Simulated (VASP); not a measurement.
# Ru (Fm-3m) in VASP: single point with PBE

Aim: the single point of Ru with PBE.

All numbers are computed with VASP 6.6.1; they aren't measurements. Logs are shortened: lines on timing, memory, paths and dates and some standing lists are left out, and cuts for length are marked.

### 1 The cell of the first run

Symmetry: Fm-3m, No. 225, cubic system. The conventional cell has a = 3.789 Å, b = 3.789 Å, c = 3.789 Å, α = 90.00°, β = 90.00°, γ = 90.00°. Ru (site symmetry m-3m) has 12 Ru at 2.68 Å within 3.5 Å.

### 2 Single point, PBE, collinear spin, zero start

File INCAR:

```
PREC = Accurate
ENCUT = 500
EDIFF = 1E-6
ISMEAR = -1
SIGMA = 0.1
LREAL = False
LASPH = True
NELM = 200
ALGO = Normal
ISIF = 2
LWAVE = False
LCHARG = False
ISPIN = 2
MAGMOM = 0
LORBIT = 11
LMAXMIX = 4
GGA = PE
NBANDS = 17
GGA_COMPAT = False
```

File KPOINTS:

```
regular mesh
0
Gamma
  8 8 8
```

File POSCAR:

```
Ru
1.0
    0.0000000000      1.8945000000      1.8945000000
    1.8945000000      0.0000000000      1.8945000000
    1.8945000000      1.8945000000      0.0000000000
Ru
1
Direct
    0.0000000000      0.0000000000      0.0000000000
```

Potentials or basis: VASP PAW PBE potentials, release 64 (Ru_pv).

Started as:

```bash
$ cat potpaw_PBE.64/Ru_pv/POTCAR > POTCAR
$ mpirun -np 1 vasp_std > vasp.out
```

OUTCAR:

```text
PREC = Accurate
   ENCUT = 500
   EDIFF = 1E-6
   ISMEAR = -1
   LREAL = False
   LASPH = True
   NELM = 200
   ISIF = 2
   ISPIN = 2
   LORBIT = 11
   GGA = PE

 ion  position               nearest neighbor table
   1  0.000  0.000  0.000-

  LATTYP: Found a face centered cubic cell.
 ALAT       =     3.7890000000

  Lattice vectors:

 A1 = (   0.0000000000,   1.8945000000,   1.8945000000)
 A2 = (   1.8945000000,   0.0000000000,   1.8945000000)
 A3 = (   1.8945000000,   1.8945000000,   0.0000000000)

Analysis of symmetry for initial positions (statically):
=====================================================================
 Subroutine PRICEL returns:
 Original cell was already a primitive cell.

 Routine SETGRP: Setting up the symmetry group for a
 face centered cubic supercell.

 Subroutine GETGRP returns: Found 48 space group operations
 (whereof 48 operations were pure point group operations)
 out of a pool of 48 trial point group operations.

The static configuration has the point symmetry O_h .

Analysis of symmetry for dynamics (positions and initial velocities):
=====================================================================
 Subroutine PRICEL returns:
 Original cell was already a primitive cell.

 Routine SETGRP: Setting up the symmetry group for a
 face centered cubic supercell.

 Subroutine GETGRP returns: Found 48 space group operations
 (whereof 48 operations were pure point group operations)
 out of a pool of 48 trial point group operations.

The dynamic configuration has the point symmetry O_h .

Analysis of structural, dynamic, and magnetic symmetry:
=====================================================================
 Subroutine PRICEL returns:
 Original cell was already a primitive cell.

 Routine SETGRP: Setting up the symmetry group for a
 face centered cubic supercell.

 Subroutine GETGRP returns: Found 48 space group operations
 (whereof 48 operations were pure point group operations)
 out of a pool of 48 trial point group operations.

The overall configuration has the point symmetry O_h .

 Subroutine INISYM returns: Found 48 space group operations
 (whereof 48 operations are pure point group operations),
 and found     1 'primitive' translations

----------------------------------------------------------------------------------------

                                     Primitive cell

  volume of cell :      13.5992

[... 93 lines left out ...]
   ISYM   =      2    0-nonsym 1-usesym 2-fastsym
   POTIM  = 0.5000    time-step for ionic-motion
   TEBEG  =    0.0;   TEEND  =   0.0 temperature during run
   PSTRESS=    0.0 pullay stress
   NELECT =      14.0000    total number of electrons
   NUPDOWN=      -1.0000    fix difference up-down
   EMIN   =  10.00;   EMAX   =-10.00  energy-range for DOS
   EFERMI =   0.00;   METHOD = LEGACY
   ISMEAR =    -1;   SIGMA  =   0.10  broadening in eV -4-tet -1-fermi 0-gaus
   EFERMI_NEDOS =   21; number of points for ismear=-14 and -15
   IALGO  =     38    algorithm
   IMIX   =      4    mixing-type and parameters
     AMIX     =   0.40;   BMIX     =  1.00
     AMIX_MAG =   1.60;   BMIX_MAG =  1.00
  volume/ion in A,a.u.               =      13.60        91.77
  Fermi-wavevector in a.u.,A,eV,Ry     =   1.653026  3.123765 37.177831  2.732493
  Thomas-Fermi vector in A             =   2.741534
   LORBIT       =     11    0 simple, 1 ext, 2 COOP (PROOUT), +10 PAW based schemes
   GGA     = PE    functional components
   LHFCALC =     F    Hartree Fock is set to
   AEXX    =    0.0000 exact exchange contribution
   IVDW    =     0    specifies the selected vdW correction
   LEPSILON=     F    determine dielectric tensor
   LRPA    =     F    only Hartree local field effects (RPA)
 spin polarized calculation
  energy-cutoff  :      500.00
  volume of cell :       13.60
 maximum number of plane-waves:       360
   NGX =  9   NGY =  9   NGZ =  9

 number of electron      14.0000005 magnetization       0.0000074

 number of electron      14.0000005 magnetization      -0.0000088

 Free energy of the ion-electron system (eV)
  ---------------------------------------------------
  ext. energy  EPLUGINS =         0.00000000
  ---------------------------------------------------
  free energy    TOTEN  =        -9.16998233 eV

  energy without entropy =       -9.14024412  energy(sigma->0) =       -9.15511323

 E-fermi :  12.6518     XC(G=0): -14.1064

 val. band max:       12.6028484374   @ k =   0.0000   0.0000   0.0000
 cond. band min:      12.7670341132   @ k =   0.2500   0.0000   0.0000
 fundamental gap:      0.1641856757
 Fermi energy:        12.6517601382

 spin component 1

 k-point     1 :       0.0000    0.0000    0.0000
  band No.  band energies     occupation
      1     -29.6905      1.00000
      2     -29.6905      1.00000
      3     -29.6905      1.00000
      4       4.8295      1.00000
      5      10.1595      1.00000
      6      10.1595      1.00000
[... 459 lines left out ...]
      6      10.5623      1.00000
[... 9 lines left out ...]
     16      43.1625      0.00000
     17      48.6056      0.00000

 [... further k-points ...]

 spin component 2

 k-point     1 :       0.0000    0.0000    0.0000
  band No.  band energies     occupation
      1     -29.6905      1.00000
      2     -29.6905      1.00000
      3     -29.6905      1.00000
      4       4.8295      1.00000
      5      10.1594      1.00000
      6      10.1594      1.00000
[... 459 lines left out ...]
      6      10.5623      1.00000
[... 9 lines left out ...]
     16      43.1624      0.00000
     17      48.7298      0.00000

 [... further k-points ...]
[... 5 lines left out ...]
  --------------------------------------------------------------------------------------
  -------------------------------------------------------------------------------------
  Total        0.4065715      0.4065715      0.4065715     -0.0000000      0.0000000     -0.0000000
  in kB       47.8997989     47.8997989     47.8997989     -0.0000000      0.0000000     -0.0000000
  external PRESSURE =      47.8997989 kB  Pullay stress =       0.0000000 kB

 VOLUME and BASIS-vectors are now :
 -----------------------------------------------------------------------------
  energy-cutoff  :      500.00
  volume of cell :       13.60
      direct lattice vectors                 reciprocal lattice vectors
     0.000000000  1.894500000  1.894500000    -0.263921879  0.263921879  0.263921879
     1.894500000  0.000000000  1.894500000     0.263921879 -0.263921879  0.263921879
     1.894500000  1.894500000  0.000000000     0.263921879  0.263921879 -0.263921879

 POSITION                                       TOTAL-FORCE (eV/Angst)
 -----------------------------------------------------------------------------------
      0.00000      0.00000      0.00000         0.000000     -0.000000      0.000000
 -----------------------------------------------------------------------------------
    total drift:                                0.000000      0.000000      0.000000

  FREE ENERGIE OF THE ION-ELECTRON SYSTEM (eV)
  ---------------------------------------------------
  free  energy   TOTEN  =        -9.1699823335 eV

  energy  without entropy=       -9.1402441204  energy(sigma->0) =       -9.15511323

 total charge

# of ion       s       p       d       tot
------------------------------------------
    1        0.408   6.302   5.961  12.670

 magnetization (x)

# of ion       s       p       d       tot
------------------------------------------
    1       -0.000  -0.000  -0.000  -0.000
```

Run time: 8.5 s. Hardware: 1 thread of Intel Xeon Platinum 8488C (Sapphire Rapids), shared host; peak memory 0.13 GiB.

What came out:

| Quantity | Value |
| --- | --- |
| Free energy | -9.1700 eV |
| Pressure | 4.8 GPa |
| Band gap on the k mesh | zero (filled and empty bands overlap) |
| Net moment | 0.00 μB per cell |
| Valence electrons inside the program's atomic spheres | Ru 12.67 |
